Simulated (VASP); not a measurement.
# Cu (P3m1) in VASP: single point with PBEsol

Aim: the single point of Cu with PBEsol.

All numbers are computed with VASP 6.6.1; they aren't measurements. Logs are shortened: lines on timing, memory, paths and dates and some standing lists are left out, and cuts for length are marked.

## (1) The cell of the first run

The structure is trigonal, space group P3m1 (No. 156). Conventional cell: a = 2.520 Å, b = 2.520 Å, c = 16.216 Å, α = 90.00°, β = 90.00°, γ = 120.00°. Within 3.1 Å of Cu (site symmetry 3m) lie 12 Cu at 2.32 to 2.52 Å. Cu (site symmetry 3m) has 12 Cu at 2.52 Å within 3.3 Å. Cu (site symmetry 3m) has 12 Cu at 2.32 to 2.52 Å within 3.1 Å. Cu (site symmetry 3m) has 12 Cu at 2.52 Å within 3.3 Å. Cu (site symmetry 3m) has 12 Cu at 2.52 Å within 3.3 Å. Within 3.3 Å of Cu (site symmetry 3m) lie 12 Cu at 2.52 Å. Within 3.3 Å of Cu (site symmetry 3m) lie 12 Cu at 2.52 Å. Within 3.3 Å of Cu (site symmetry 3m) lie 12 Cu at 2.52 Å.

## (2) Single point, PBEsol

INCAR

```
SYSTEM = Cu
PREC = Accurate
ENCUT = 520
EDIFF = 1E-7
ISMEAR = 0
SIGMA = 0.15
LREAL = .False.
LASPH = .True.
NELM = 60
ALGO = Fast
ISIF = 2
LWAVE = .False.
LCHARG = .False.
GGA = PS
NBANDS = 54
```

KPOINTS

```
regular mesh
0
Gamma
  17 17 3
  0 0 0
```

POSCAR

```
Cu
1.0
   -2.5195435222      0.0000000000      0.0000000000
   -1.2597717611     -2.1819886961      0.0000000000
    0.0000000000      0.0000000000     16.2159939893
Cu
8
Direct
    0.0000000000      0.0000000000      0.9519533231
    0.0000000000      0.0000000000      0.4442448841
    0.3333333333      0.3333333333      0.0634635549
    0.3333333333      0.3333333333      0.5711719938
    1.0000000000      1.0000000000      0.1903906646
    1.0000000000      1.0000000000      0.6980991036
    0.6666666667      0.6666666667      0.3173177744
    0.6666666667      0.6666666667      0.8250262133
```

Potentials or basis: VASP PAW PBE potentials, release 64 (Cu).

Run with:

```console
> cat potpaw_PBE.64/Cu/POTCAR > POTCAR
> mpirun -np 1 vasp_std > vasp.out
```

OUTCAR:

```text
SYSTEM = Cu
   PREC = Accurate
   ENCUT = 520
   EDIFF = 1E-7
   ISMEAR = 0
   LREAL = .False.
   LASPH = .True.
   NELM = 60
   ISIF = 2
   GGA = PS

 ion  position               nearest neighbor table
   1  0.000  0.000  0.952-   3 2.32   3 2.32   3 2.32   8 2.52   8 2.52   8 2.52
   2  0.000  0.000  0.444-   4 2.52   7 2.52   7 2.52   4 2.52   7 2.52   4 2.52
   3  0.333  0.333  0.063-   1 2.32   1 2.32   1 2.32   5 2.52   5 2.52   5 2.52
   4  0.333  0.333  0.571-   2 2.52   2 2.52   2 2.52   6 2.52   6 2.52   6 2.52
   5  0.000  0.000  0.190-   3 2.52   3 2.52   3 2.52   7 2.52   7 2.52   7 2.52
   6  0.000  0.000  0.698-   8 2.52   8 2.52   8 2.52   4 2.52   4 2.52   4 2.52
   7  0.667  0.667  0.317-   2 2.52   2 2.52   2 2.52   5 2.52   5 2.52   5 2.52
   8  0.667  0.667  0.825-   6 2.52   6 2.52   6 2.52   1 2.52   1 2.52   1 2.52

  LATTYP: Found a hexagonal cell.
 ALAT       =     2.5195435221
 C/A-ratio  =     6.4360840949

  Lattice vectors:

 A1 = (   1.2597717611,   2.1819886961,   0.0000000000)
 A2 = (  -2.5195435222,   0.0000000000,   0.0000000000)
 A3 = (   0.0000000000,   0.0000000000,  16.2159939893)

Analysis of symmetry for initial positions (statically):
=====================================================================
 Subroutine PRICEL returns:
 Original cell was already a primitive cell.

 Routine SETGRP: Setting up the symmetry group for a
 hexagonal supercell.

 Subroutine GETGRP returns: Found  6 space group operations
 (whereof  6 operations were pure point group operations)
 out of a pool of 24 trial point group operations.

The static configuration has the point symmetry C_3v.

Analysis of symmetry for dynamics (positions and initial velocities):
=====================================================================
 Subroutine PRICEL returns:
 Original cell was already a primitive cell.

 Routine SETGRP: Setting up the symmetry group for a
 hexagonal supercell.

 Subroutine GETGRP returns: Found  6 space group operations
 (whereof  6 operations were pure point group operations)
 out of a pool of 24 trial point group operations.

The dynamic configuration has the point symmetry C_3v.

 Subroutine INISYM returns: Found  6 space group operations
 (whereof  6 operations are pure point group operations),
 and found     1 'primitive' translations

----------------------------------------------------------------------------------------

                                     Primitive cell

  volume of cell :      89.1493

  direct lattice vectors                    reciprocal lattice vectors
    -2.519543522  0.000000000  0.000000000    -0.396897292  0.229148758  0.000000000
    -1.259771761 -2.181988696  0.000000000     0.000000000 -0.458297516  0.000000000
     0.000000000  0.000000000 16.215993989     0.000000000  0.000000000  0.061667512

  length of vectors
     2.519543522  2.519543522 16.215993989     0.458297516  0.458297516  0.061667512

  position of ions in fractional coordinates (direct lattice)
     0.000000000  0.000000000  0.951953323
     0.000000000  0.000000000  0.444244884
     0.333333333  0.333333333  0.063463555
     0.333333333  0.333333333  0.571171994
     0.000000000  0.000000000  0.190390665
     0.000000000  0.000000000  0.698099104
     0.666666667  0.666666667  0.317317774
     0.666666667  0.666666667  0.825026213

  ion indices of the primitive-cell ions
   primitive index   ion index
                 1           1
                 2           2
                 3           3
                 4           4
                 5           5
                 6           6
                 7           7
                 8           8

----------------------------------------------------------------------------------------

 KPOINTS: regular mesh

Automatic generation of k-mesh.
 Grid dimensions read from file:
 generate k-points for:   17   17    3

 Generating k-lattice:

  Cartesian coordinates                     Fractional coordinates (reciprocal lattice)
    -0.023346900  0.013479339  0.000000000     0.058823529  0.000000000  0.000000000
     0.000000000 -0.026958677  0.000000000     0.000000000  0.058823529  0.000000000
     0.000000000  0.000000000  0.020555837     0.000000000  0.000000000  0.333333333

  Length of vectors
     0.026958677  0.026958677  0.020555837

  Shift w.r.t. Gamma in fractional coordinates (k-lattice)
     0.000000000  0.000000000  0.000000000

 Subroutine IBZKPT returns following result:
 ===========================================

 Found     90 irreducible k-points:

 Following reciprocal coordinates:
            Coordinates               Weight
  0.000000  0.000000  0.000000      1.000000
  0.058824  0.000000  0.000000      6.000000
  0.117647 -0.000000  0.000000      6.000000
  0.176471 -0.000000  0.000000      6.000000
  0.235294 -0.000000  0.000000      6.000000
  0.294118 -0.000000  0.000000      6.000000
[... 16 lines left out ...]
 -0.470588  0.117647  0.000000     12.000000
  0.352941  0.176471  0.000000      6.000000
 [... further k-points ...]
   k-points           NKPTS =     90   k-points in BZ     NKDIM =     90   number of bands    NBANDS=     54
   number of dos      NEDOS =    301   number of ions     NIONS =      8
   total plane-waves  NPLWV =  50400
   dimension x,y,z NGX =    20 NGY =   20 NGZ =  126
   dimension x,y,z NGXF=    40 NGYF=   40 NGZF=  252
   ions per type =               8
   NGX,Y,Z   is equivalent  to a cutoff of  13.20, 13.20, 12.92 a.u.
   NGXF,Y,Z  is equivalent  to a cutoff of  26.39, 26.39, 25.83 a.u.
 SYSTEM =  Cu
   PREC   = accura    normal or accurate (medium, high low for compatibility)
   ISTART =      0    job   : 0-new  1-cont  2-samecut
   ICHARG =      2    charge: 1-file 2-atom 10-const
   ISPIN  =      1    spin polarized calculation?
   LNONCOLLINEAR =      F non collinear calculations
   LSORBIT =      F    spin-orbit coupling
   LASPH  =      T    aspherical Exc in radial PAW
   ENCUT  =  520.0 eV  38.22 Ry    6.18 a.u.   4.68  4.68 30.15*2*pi/ulx,y,z
   NELM   =     60;   NELMIN=  2; NELMDL= -5     # of ELM steps
   EDIFF  = 0.1E-06   stopping-criterion for ELM
   LREAL  =      F    real-space projection
   EDIFFG = 0.1E-05   stopping-criterion for IOM
   NSW    =      0    number of steps for IOM
   IBRION =     -1    ionic relax: 0-MD 1-quasi-New 2-CG
   NFREE  =      0    steps in history (QN), initial steepest desc. (CG)
   ISIF   =      2    stress and relaxation
   ISYM   =      2    0-nonsym 1-usesym 2-fastsym
   POTIM  = 0.5000    time-step for ionic-motion
   TEBEG  =    0.0;   TEEND  =   0.0 temperature during run
   PSTRESS=    0.0 pullay stress
   NELECT =      88.0000    total number of electrons
   NUPDOWN=      -1.0000    fix difference up-down
   EMIN   =  10.00;   EMAX   =-10.00  energy-range for DOS
   EFERMI =   0.00;   METHOD = LEGACY
   ISMEAR =     0;   SIGMA  =   0.15  broadening in eV -4-tet -1-fermi 0-gaus
   EFERMI_NEDOS =   21; number of points for ismear=-14 and -15
   IALGO  =     68    algorithm
   IMIX   =      4    mixing-type and parameters
     AMIX     =   0.40;   BMIX     =  1.00
     AMIX_MAG =   1.60;   BMIX_MAG =  1.00
  volume/ion in A,a.u.               =      11.14        75.20
  Fermi-wavevector in a.u.,A,eV,Ry     =   1.630033  3.080316 36.150785  2.657008
  Thomas-Fermi vector in A             =   2.722401
   LORBIT       =      0    0 simple, 1 ext, 2 COOP (PROOUT), +10 PAW based schemes
   GGA     = PS    functional components
   LHFCALC =     F    Hartree Fock is set to
   AEXX    =    0.0000 exact exchange contribution
   IVDW    =     0    specifies the selected vdW correction
   LEPSILON=     F    determine dielectric tensor
   LRPA    =     F    only Hartree local field effects (RPA)
 non-spin polarized calculation
 RMM-DIIS sequential band-by-band and
 Gauss-broadening in eV      SIGMA  =   0.15
  energy-cutoff  :      520.00
  volume of cell :       89.15
 maximum number of plane-waves:      2430
   NGX =  9   NGY =  9   NGZ = 61

 number of electron      87.9999969 magnetization

 Free energy of the ion-electron system (eV)
  ---------------------------------------------------
  ext. energy  EPLUGINS =         0.00000000
  ---------------------------------------------------
  free energy    TOTEN  =       -34.23717035 eV

  energy without entropy =      -34.20651819  energy(sigma->0) =      -34.22184427

 E-fermi :   8.1849     XC(G=0): -13.2467

 val. band max:        8.1529898976   @ k =   0.4118  -0.4706   0.3333
 cond. band min:       8.2001267801   @ k =   0.4706   0.4706   0.3333
 fundamental gap:      0.0471368826
 Fermi energy:         8.1848826144

 k-point     1 :       0.0000    0.0000    0.0000
  band No.  band energies     occupation
      1      -1.7702      2.00000
      2      -1.1764      2.00000
      3      -0.9968      2.00000
      4       0.5006      2.00000
      5       0.6115      2.00000
      6       2.2529      2.00000
[... 46 lines left out ...]
     53      21.6346      0.00000
     54      27.7980      0.00000

 k-point     2 :       0.0588    0.0000    0.0000
  band No.  band energies     occupation
      1      -1.6549      2.00000
      2      -1.0634      2.00000
      3      -0.8843      2.00000
      4       0.6036      2.00000
      5       0.7138      2.00000
      6       2.3339      2.00000
[... 46 lines left out ...]
     53      21.7182      0.00000
     54      27.8628      0.00000

 k-point     3 :       0.1176   -0.0000    0.0000
  band No.  band energies     occupation
      1      -1.3130      2.00000
      2      -0.7293      2.00000
      3      -0.5516      2.00000
      4       0.9039      2.00000
      5       1.0115      2.00000
      6       2.5626      2.00000
[... 46 lines left out ...]
     53      21.9610      0.00000
     54      24.9623      0.00000
[... 1084 lines left out ...]
 k-point    23 :      -0.4706    0.1176    0.0000
  band No.  band energies     occupation
      1       2.7619      2.00000
      2       2.8597      2.00000
      3       3.1163      2.00000
      4       3.1652      2.00000
      5       3.2415      2.00000
      6       3.3301      2.00000
[... 46 lines left out ...]
     53      15.8986      0.00000
     54      15.9423      0.00000

 k-point    24 :       0.3529    0.1765    0.0000
  band No.  band energies     occupation
      1       1.0515      2.00000
      2       1.5345      2.00000
      3       1.6857      2.00000
      4       2.6338      2.00000
      5       2.7100      2.00000
      6       3.5547      2.00000
[... 46 lines left out ...]
     53      18.6288      0.00000
     54      19.1822      0.00000

 [... further k-points ...]

------------------------ aborting loop because EDIFF is reached ----------------------------------------

  FORCE on cell =-STRESS in cart. coord.  units (eV):
  Direction    XX          YY          ZZ          XY          YZ          ZX
  --------------------------------------------------------------------------------------
  -------------------------------------------------------------------------------------
  Total        1.5749315      1.5749315      4.2018862      0.0000000      0.0000000      0.0000000
  in kB       28.3044240     28.3044240     75.5156450      0.0000000      0.0000000      0.0000000
  external PRESSURE =      44.0414977 kB  Pullay stress =       0.0000000 kB

 VOLUME and BASIS-vectors are now :
 -----------------------------------------------------------------------------
  energy-cutoff  :      520.00
  volume of cell :       89.15
      direct lattice vectors                 reciprocal lattice vectors
    -2.519543522  0.000000000  0.000000000    -0.396897292  0.229148758  0.000000000
    -1.259771761 -2.181988696  0.000000000     0.000000000 -0.458297516  0.000000000
     0.000000000  0.000000000 16.215993989     0.000000000  0.000000000  0.061667512

 POSITION                                       TOTAL-FORCE (eV/Angst)
 -----------------------------------------------------------------------------------
      0.00000      0.00000     15.43687        -0.000000     -0.000000     -1.733282
      0.00000      0.00000      7.20387         0.000000     -0.000000     -0.001305
     -1.25977     -0.72733      1.02912        -0.000000     -0.000000      1.715834
     -1.25977     -0.72733      9.26212        -0.000000      0.000000      0.002361
      0.00000      0.00000      3.08737        -0.000000     -0.000000      0.069127
      0.00000      0.00000     11.32037        -0.000000     -0.000000      0.003936
     -2.51954     -1.45466      5.14562         0.000000      0.000000     -0.004537
     -2.51954     -1.45466     13.37862         0.000000      0.000000     -0.052135
 -----------------------------------------------------------------------------------
    total drift:                                0.000000      0.000000     -0.001142

  FREE ENERGIE OF THE ION-ELECTRON SYSTEM (eV)
  ---------------------------------------------------
  free  energy   TOTEN  =       -34.2371703503 eV

  energy  without entropy=      -34.2065181872  energy(sigma->0) =      -34.22184427
```

Run time: 16 min. Hardware: 1 thread of Intel Xeon 8259CL, shared host; peak memory 0.42 GiB.

Results:

| Quantity | Value |
| --- | --- |
| Free energy | -34.2372 eV |
| Pressure | 4.4 GPa |
| Largest force | 1.733 eV/Å |
| Band gap on the k mesh | zero (bands 44 and 45 overlap by 4.78 eV) |

Forces in eV/Å, atoms in the order of the input:
```
Cu   0.000  0.000 -1.733
Cu   0.000  0.000 -0.001
Cu   0.000  0.000  1.716
Cu   0.000  0.000  0.002
Cu   0.000  0.000  0.069
Cu   0.000  0.000  0.004
Cu   0.000  0.000 -0.005
Cu   0.000  0.000 -0.052
```

Caveat: the cell stands under pressure; the PAW data sets were made with another functional, which shifts forces and pressure a little.

The gap in the log of VASP goes by the Fermi energy; the results here count the filled bands.